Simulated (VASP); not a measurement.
# SnSe2 in VASP: notebook

SnSe2 is run at these levels: PBEsol; tasks: single point.

All numbers are computed with VASP 6.6.1; they aren't measurements. Logs are shortened: lines on timing, memory, paths and dates and some standing lists are left out, and cuts for length are marked.

## Step 1: The cell of the first run

The structure is monoclinic, space group C2/m (No. 12). Conventional cell: a = 6.711 Å, b = 3.588 Å, c = 6.247 Å, α = 90.00°, β = 90.00°, γ = 90.00°. Within 3.6 Å of Sn (site symmetry 2/m) lie 6 Se at 2.66 to 2.75 Å and 2 Sn at 3.59 Å. Within 4.0 Å of Se (site symmetry m) lie 3 Sn at 2.66 to 2.75 Å and 12 Se at 3.59 to 3.92 Å.

## Step 2: Single point, PBEsol (uniaxial strain along a: -6.0 %)

File INCAR:

```
SYSTEM = SnSe2
  PREC = Accurate
  ENCUT = 520
  EDIFF = 1E-7
  ISMEAR = 0
  SIGMA = 0.02
  LREAL = .False.
  LASPH = .True.
  NELM = 100
  ALGO = Normal
  ISIF = 2
  LWAVE = .False.
  LCHARG = .False.
  GGA = PS
  NBANDS = 20
```

File KPOINTS:

```
Automatic mesh
0
Gamma
  12 12 6
  0 0 0
```

File POSCAR:

```
SnSe2
1.0
    3.5884018084      0.0000000000      0.0000000000
   -1.7942009042      3.3555976935      0.0000000000
    0.0000000000      0.0000000000      6.2469959854
Sn Se
1 2
Direct
    0.0000000000      0.0000000000      0.0000000000
    0.6676168797      0.3352779434      0.7431152361
    0.3323831203      0.6647220566      0.2568847639
```

Potentials or basis: VASP PAW PBE potentials, release 64 (Sn_d, Se).

On the command line:

```bash
$ cat potpaw_PBE.64/Sn_d/POTCAR potpaw_PBE.64/Se/POTCAR > POTCAR
$ mpirun -np 1 vasp_std > vasp.out
```

OUTCAR:

```text
SYSTEM = SnSe2
   PREC = Accurate
   ENCUT = 520
   EDIFF = 1E-7
   ISMEAR = 0
   LREAL = .False.
   LASPH = .True.
   NELM = 100
   ISIF = 2
   GGA = PS

 ion  position               nearest neighbor table
   1  0.000  0.000  0.000-   2 2.66   3 2.66   3 2.66   2 2.66   2 2.75   3 2.75
   2  0.668  0.335  0.743-   1 2.66   1 2.66   1 2.75
   3  0.332  0.665  0.257-   1 2.66   1 2.66   1 2.75

  LATTYP: Found a base centered orthorhombic cell.
 ALAT       =     3.5884018084
 B/A-ratio  =     1.8702463507
 C/A-ratio  =     1.7408853074

  Lattice vectors:

 A1 = (   1.7942009042,  -3.3555976935,   0.0000000000)
 A2 = (   1.7942009042,   3.3555976935,   0.0000000000)
 A3 = (   0.0000000000,   0.0000000000,   6.2469959854)

Analysis of symmetry for initial positions (statically):
=====================================================================
 Subroutine PRICEL returns:
 Original cell was already a primitive cell.

 Routine SETGRP: Setting up the symmetry group for a
 base centered orthorhombic supercell.

 Subroutine GETGRP returns: Found  2 space group operations
 (whereof  2 operations were pure point group operations)
 out of a pool of  8 trial point group operations.

The static configuration has the point symmetry S_2 .

Analysis of symmetry for dynamics (positions and initial velocities):
=====================================================================
 Subroutine PRICEL returns:
 Original cell was already a primitive cell.

 Routine SETGRP: Setting up the symmetry group for a
 base centered orthorhombic supercell.

 Subroutine GETGRP returns: Found  2 space group operations
 (whereof  2 operations were pure point group operations)
 out of a pool of  8 trial point group operations.

The dynamic configuration has the point symmetry S_2 .

 Subroutine INISYM returns: Found  2 space group operations
 (whereof  2 operations are pure point group operations),
 and found     1 'primitive' translations

----------------------------------------------------------------------------------------

                                     Primitive cell

  volume of cell :      75.2215

  direct lattice vectors                    reciprocal lattice vectors
     3.588401808  0.000000000  0.000000000     0.278675592  0.149004751  0.000000000
    -1.794200904  3.355597694  0.000000000     0.000000000  0.298009503  0.000000000
     0.000000000  0.000000000  6.246995985     0.000000000  0.000000000  0.160076940

  length of vectors
     3.588401808  3.805153448  6.246995985     0.316010287  0.298009503  0.160076940

  position of ions in fractional coordinates (direct lattice)
     0.000000000  0.000000000  0.000000000
     0.667616880  0.335277943  0.743115236
     0.332383120  0.664722057  0.256884764

  ion indices of the primitive-cell ions
   primitive index   ion index
                 1           1
                 2           2
                 3           3

----------------------------------------------------------------------------------------

 KPOINTS: Automatic mesh

Automatic generation of k-mesh.
 Grid dimensions read from file:
 generate k-points for:   12   12    6

 Generating k-lattice:

  Cartesian coordinates                     Fractional coordinates (reciprocal lattice)
     0.023222966  0.012417063  0.000000000     0.083333333  0.000000000  0.000000000
     0.000000000  0.024834125  0.000000000     0.000000000  0.083333333  0.000000000
     0.000000000  0.000000000  0.026679490     0.000000000  0.000000000  0.166666667

  Length of vectors
     0.026334191  0.024834125  0.026679490

  Shift w.r.t. Gamma in fractional coordinates (k-lattice)
     0.000000000  0.000000000  0.000000000

 Subroutine IBZKPT returns following result:
 ===========================================

 Found    436 irreducible k-points:

 Following reciprocal coordinates:
            Coordinates               Weight
  0.000000  0.000000  0.000000      1.000000
  0.083333 -0.000000  0.000000      2.000000
  0.083333 -0.083333  0.000000      2.000000
  0.166667  0.000000  0.000000      2.000000
  0.166667 -0.166667  0.000000      2.000000
  0.250000 -0.000000  0.000000      2.000000
[... 16 lines left out ...]
  0.416667  0.083333  0.000000      2.000000
  0.416667  0.500000  0.000000      2.000000
 [... further k-points ...]
   k-points           NKPTS =    436   k-points in BZ     NKDIM =    436   number of bands    NBANDS=     20
   number of dos      NEDOS =    301   number of ions     NIONS =      3
   total plane-waves  NPLWV =  37632
   dimension x,y,z NGX =    28 NGY =   28 NGZ =   48
   dimension x,y,z NGXF=    56 NGYF=   56 NGZF=   96
   ions per type =               1   2
   NGX,Y,Z   is equivalent  to a cutoff of  12.97, 12.23, 12.77 a.u.
   NGXF,Y,Z  is equivalent  to a cutoff of  25.94, 24.47, 25.55 a.u.
 SYSTEM =  SnSe2
   PREC   = accura    normal or accurate (medium, high low for compatibility)
   ISTART =      0    job   : 0-new  1-cont  2-samecut
   ICHARG =      2    charge: 1-file 2-atom 10-const
   ISPIN  =      1    spin polarized calculation?
   LNONCOLLINEAR =      F non collinear calculations
   LSORBIT =      F    spin-orbit coupling
   LASPH  =      T    aspherical Exc in radial PAW
   ENCUT  =  520.0 eV  38.22 Ry    6.18 a.u.   6.67  7.08 11.62*2*pi/ulx,y,z
   NELM   =    100;   NELMIN=  2; NELMDL= -5     # of ELM steps
   EDIFF  = 0.1E-06   stopping-criterion for ELM
   LREAL  =      F    real-space projection
   EDIFFG = 0.1E-05   stopping-criterion for IOM
   NSW    =      0    number of steps for IOM
   IBRION =     -1    ionic relax: 0-MD 1-quasi-New 2-CG
   NFREE  =      0    steps in history (QN), initial steepest desc. (CG)
   ISIF   =      2    stress and relaxation
   ISYM   =      2    0-nonsym 1-usesym 2-fastsym
   POTIM  = 0.5000    time-step for ionic-motion
   TEBEG  =    0.0;   TEEND  =   0.0 temperature during run
   PSTRESS=    0.0 pullay stress
   NELECT =      26.0000    total number of electrons
   NUPDOWN=      -1.0000    fix difference up-down
   EMIN   =  10.00;   EMAX   =-10.00  energy-range for DOS
   EFERMI =   0.00;   METHOD = LEGACY
   ISMEAR =     0;   SIGMA  =   0.02  broadening in eV -4-tet -1-fermi 0-gaus
   EFERMI_NEDOS =   21; number of points for ismear=-14 and -15
   IALGO  =     38    algorithm
   IMIX   =      4    mixing-type and parameters
     AMIX     =   0.40;   BMIX     =  1.00
     AMIX_MAG =   1.60;   BMIX_MAG =  1.00
  volume/ion in A,a.u.               =      25.07       169.21
  Fermi-wavevector in a.u.,A,eV,Ry     =   1.148908  2.171121 17.959546  1.319989
  Thomas-Fermi vector in A             =   2.285580
   LORBIT       =      0    0 simple, 1 ext, 2 COOP (PROOUT), +10 PAW based schemes
   GGA     = PS    functional components
   LHFCALC =     F    Hartree Fock is set to
   AEXX    =    0.0000 exact exchange contribution
   IVDW    =     0    specifies the selected vdW correction
   LEPSILON=     F    determine dielectric tensor
   LRPA    =     F    only Hartree local field effects (RPA)
 non-spin polarized calculation
 Gauss-broadening in eV      SIGMA  =   0.02
  energy-cutoff  :      520.00
  volume of cell :       75.22
 maximum number of plane-waves:      2054
   NGX = 13   NGY = 15   NGZ = 23

 number of electron      26.0000002 magnetization

 Free energy of the ion-electron system (eV)
  ---------------------------------------------------
  ext. energy  EPLUGINS =         0.00000000
  ---------------------------------------------------
  free energy    TOTEN  =       -12.88348080 eV

  energy without entropy =      -12.88345257  energy(sigma->0) =      -12.88346668

 E-fermi :   4.7282     XC(G=0):  -9.7906

 val. band max:        4.7112175824   @ k =   0.0000  -0.1667   0.1667
 cond. band min:       4.7506410603   @ k =   0.5000   0.5000  -0.3333
 fundamental gap:      0.0394234779
 Fermi energy:         4.7281989052

 k-point     1 :       0.0000    0.0000    0.0000
  band No.  band energies     occupation
      1     -16.8529      2.00000
      2     -16.8178      2.00000
      3     -16.7823      2.00000
      4     -16.7766      2.00000
      5     -16.7629      2.00000
      6      -9.7622      2.00000
[... 12 lines left out ...]
     19      12.9570      0.00000
     20      13.6976      0.00000

 k-point     2 :       0.0833   -0.0000    0.0000
  band No.  band energies     occupation
      1     -16.8489      2.00000
      2     -16.8208      2.00000
      3     -16.7803      2.00000
      4     -16.7791      2.00000
      5     -16.7630      2.00000
      6      -9.6844      2.00000
[... 12 lines left out ...]
     19      12.7231      0.00000
     20      13.3052      0.00000

 k-point     3 :       0.0833   -0.0833    0.0000
  band No.  band energies     occupation
      1     -16.8489      2.00000
      2     -16.8208      2.00000
      3     -16.7803      2.00000
      4     -16.7791      2.00000
      5     -16.7630      2.00000
      6      -9.6844      2.00000
[... 12 lines left out ...]
     19      12.7235      0.00000
     20      13.3050      0.00000

 k-point     4 :       0.1667    0.0000    0.0000
  band No.  band energies     occupation
      1     -16.8445      2.00000
      2     -16.8249      2.00000
      3     -16.7868      2.00000
      4     -16.7730      2.00000
      5     -16.7619      2.00000
      6      -9.4555      2.00000
[... 12 lines left out ...]
     19      12.5750      0.00000
     20      13.4142      0.00000

 k-point     5 :       0.1667   -0.1667    0.0000
  band No.  band energies     occupation
      1     -16.8445      2.00000
      2     -16.8249      2.00000
      3     -16.7868      2.00000
      4     -16.7730      2.00000
      5     -16.7619      2.00000
      6      -9.4555      2.00000
[... 12 lines left out ...]
     19      12.5752      0.00000
     20      13.4142      0.00000
[... 353 lines left out ...]
      6      -8.3792      2.00000
[... 12 lines left out ...]
     19      13.7747      0.00000
     20      14.5560      0.00000

 k-point    22 :       0.3333   -0.4167    0.0000
  band No.  band energies     occupation
      1     -16.8799      2.00000
      2     -16.8118      2.00000
      3     -16.8017      2.00000
      4     -16.7496      2.00000
      5     -16.7453      2.00000
      6      -8.3792      2.00000
[... 12 lines left out ...]
     19      13.7746      0.00000
     20      14.5559      0.00000

 k-point    23 :       0.4167    0.0833    0.0000
  band No.  band energies     occupation
      1     -16.8909      2.00000
      2     -16.8115      2.00000
      3     -16.8037      2.00000
      4     -16.7466      2.00000
      5     -16.7342      2.00000
      6      -7.9717      2.00000
[... 12 lines left out ...]
     19      14.1547      0.00000
     20      14.9312      0.00000

 k-point    24 :       0.4167    0.5000    0.0000
  band No.  band energies     occupation
      1     -16.8909      2.00000
      2     -16.8115      2.00000
      3     -16.8037      2.00000
      4     -16.7466      2.00000
      5     -16.7342      2.00000
      6      -7.9716      2.00000
[... 12 lines left out ...]
     19      14.1545      0.00000
     20      14.9311      0.00000

 [... further k-points ...]

------------------------ aborting loop because EDIFF is reached ----------------------------------------

  FORCE on cell =-STRESS in cart. coord.  units (eV):
  Direction    XX          YY          ZZ          XY          YZ          ZX
  --------------------------------------------------------------------------------------
  -------------------------------------------------------------------------------------
  Total        3.5293205      0.0870800      0.4979953      0.0003071     -0.2916595     -0.0009398
  in kB       75.1725869      1.8547569     10.6070271      0.0065403     -6.2121874     -0.0200180
  external PRESSURE =      29.2114570 kB  Pullay stress =       0.0000000 kB

 VOLUME and BASIS-vectors are now :
 -----------------------------------------------------------------------------
  energy-cutoff  :      520.00
  volume of cell :       75.22
      direct lattice vectors                 reciprocal lattice vectors
     3.588401808  0.000000000  0.000000000     0.278675592  0.149004751  0.000000000
    -1.794200904  3.355597694  0.000000000     0.000000000  0.298009503  0.000000000
     0.000000000  0.000000000  6.246995985     0.000000000  0.000000000  0.160076940

 POSITION                                       TOTAL-FORCE (eV/Angst)
 -----------------------------------------------------------------------------------
      0.00000      0.00000      0.00000         0.000000      0.000000      0.000000
      1.79412      1.12506      4.64224         0.000346      0.085181     -0.134798
      0.00008      2.23054      1.60476        -0.000346     -0.085181      0.134798
 -----------------------------------------------------------------------------------
    total drift:                               -0.000000     -0.000000     -0.000000

  FREE ENERGIE OF THE ION-ELECTRON SYSTEM (eV)
  ---------------------------------------------------
  free  energy   TOTEN  =       -12.8834807994 eV

  energy  without entropy=      -12.8834525697  energy(sigma->0) =      -12.88346668
```

It took 4.9 min on 1 thread of Intel Xeon Platinum 8488C (Sapphire Rapids), shared host; peak memory 0.68 GiB.

What came out:

| Property | Result |
| --- | --- |
| Free energy | -12.8835 eV |
| Pressure | 2.9 GPa |
| Largest force | 0.159 eV/Å |
| Band gap on the k mesh | 0.04 eV (least direct gap 0.97 eV) |

Forces on the atoms (eV/Å):
```
Sn   0.000  0.000  0.000
Se   0.000  0.085 -0.135
Se   0.000 -0.085  0.135
```

Caveat: the cell differs from its parent crystal (uniaxial strain along a: -6.0 %); the stress differs along the axes, from 0 to 8 GPa; semilocal functionals underestimate gaps, and a narrow one can read as zero; the PAW data sets were made with another functional, which shifts forces and pressure a little; spin-orbit coupling is left out, which moves the levels of the heavy elements; this functional lacks dispersion, which binds layers or chains, so the pressure and a relaxed spacing across them are unreliable. A k mesh can miss the band edges.

## Step 3: Single point, PBEsol (uniaxial strain along a: +4.0 %)

File INCAR:

```
  PREC = Accurate
  ENCUT = 520
  EDIFF = 1E-6
  ISMEAR = 0
  SIGMA = 0.02
  LREAL = F
  LASPH = T
  NELM = 60
  ALGO = Normal
  ISIF = 2
  LWAVE = F
  LCHARG = T
  GGA = PS
  LELF = T
  LVHAR = T
  NBANDS = 20
```

File KPOINTS:

```
regular mesh
0
Gamma
  12 12 6
```

File POSCAR:

```
SnSe2
1.0
    3.9701466816      0.0000000000      0.0000000000
   -1.9850733408      3.2729475041      0.0000000000
    0.0000000000      0.0000000000      6.0931290892
Sn Se
1 2
Direct
    0.0000000000      0.0000000000      0.0000000000
    0.6660142184      0.3319105150      0.7411275194
    0.3339857816      0.6680894850      0.2588724806
```

Potentials or basis: VASP PAW PBE potentials, release 64 (Sn_d, Se).

On the command line:

```bash
$ cat potpaw_PBE.64/Sn_d/POTCAR potpaw_PBE.64/Se/POTCAR > POTCAR
$ mpirun -np 1 vasp_std > vasp.out
```

OUTCAR:

```text
PREC = Accurate
   ENCUT = 520
   EDIFF = 1E-6
   ISMEAR = 0
   LREAL = F
   LASPH = T
   NELM = 60
   ISIF = 2
   GGA = PS

 ion  position               nearest neighbor table
   1  0.000  0.000  0.000-   3 2.70   2 2.70   3 2.76   2 2.76   2 2.76   3 2.76
   2  0.666  0.332  0.741-   1 2.70   1 2.76   1 2.76
   3  0.334  0.668  0.259-   1 2.70   1 2.76   1 2.76

  Warning from LATTYP: Monoclinic adjustment (A1->A3, A2->A1, A3->A2)!
  LATTYP: Found a base centered orthorhombic cell.
[... 749 lines left out ...]

  FORCE on cell =-STRESS in cart. coord.  units (eV):
  Direction    XX          YY          ZZ          XY          YZ          ZX
  --------------------------------------------------------------------------------------
  -------------------------------------------------------------------------------------
  Total       -1.5866020     -0.0341356     -0.2656232     -0.0004010      0.0322394      0.0021563
  in kB      -32.1064736     -0.6907682     -5.3751508     -0.0081142      0.6523971      0.0436349
  external PRESSURE =     -12.7241308 kB  Pullay stress =       0.0000000 kB

 VOLUME and BASIS-vectors are now :
 -----------------------------------------------------------------------------
  energy-cutoff  :      520.00
  volume of cell :       79.17
      direct lattice vectors                 reciprocal lattice vectors
     3.970146682  0.000000000  0.000000000     0.251879862  0.152767498  0.000000000
    -1.985073341  3.272947504  0.000000000     0.000000000  0.305534995  0.000000000
     0.000000000  0.000000000  6.093129089     0.000000000  0.000000000  0.164119287

 POSITION                                       TOTAL-FORCE (eV/Angst)
 -----------------------------------------------------------------------------------
      0.00000      0.00000      0.00000        -0.000000      0.000000      0.000000
      1.98531      1.08633      4.51579        -0.000891     -0.014396      0.055193
     -0.00023      2.18662      1.57734         0.000891      0.014396     -0.055193
 -----------------------------------------------------------------------------------
    total drift:                                0.000000      0.000000     -0.000000

  FREE ENERGIE OF THE ION-ELECTRON SYSTEM (eV)
  ---------------------------------------------------
  free  energy   TOTEN  =       -12.9533795320 eV

  energy  without entropy=      -12.9533795320  energy(sigma->0) =      -12.95337953
```

stdout:

```text
POSCAR found type information on POSCAR SnSe
 POSCAR found :  2 types and       3 ions
 scaLAPACK will be used
 -----------------------------------------------------------------------------
|                                                                             |
|                                                                             |
|     You enforced a specific xc type in the INCAR file but a different       |
|     I HOPE YOU KNOW WHAT YOU ARE DOING!                                     |
|                                                                             |
 -----------------------------------------------------------------------------

 LDA part: xc-table for (Slater+PW92), standard interpolation
 POSCAR, INCAR and KPOINTS ok, starting setup
 FFT: planning ... GRIDC
 FFT: planning ... GRID_SOFT
 FFT: planning ... GRID
 WAVECAR not read
 entering main loop
```

Run time: 7.6 min. Hardware: 1 thread of Intel Xeon Platinum 8259CL at 2.50GHz (Skylake/Cascade Lake), shared host; peak memory 0.71 GiB.

What came out:

| Quantity | Value |
| --- | --- |
| Free energy | -12.9534 eV |
| Pressure | -1.3 GPa |
| Largest force | 0.057 eV/Å |
| Band gap on the k mesh | 0.16 eV (least direct gap 0.65 eV) |

Forces on the atoms (eV/Å):
```
Sn   0.000  0.000  0.000
Se  -0.001 -0.014  0.055
Se   0.001  0.014 -0.055
```

Stress tensor (GPa, compression positive):
```
-3.21  0.00  0.00
 0.00 -0.07  0.07
 0.00  0.07 -0.54
```

Caveat: the cell differs from its parent crystal (uniaxial strain along a: +4.0 %); semilocal functionals underestimate gaps, and a narrow one can read as zero; the PAW data sets were made with another functional, which shifts forces and pressure a little; spin-orbit coupling is left out, which moves the levels of the heavy elements. A k mesh can miss the band edges.

(Part 1 of 2 ends here.)
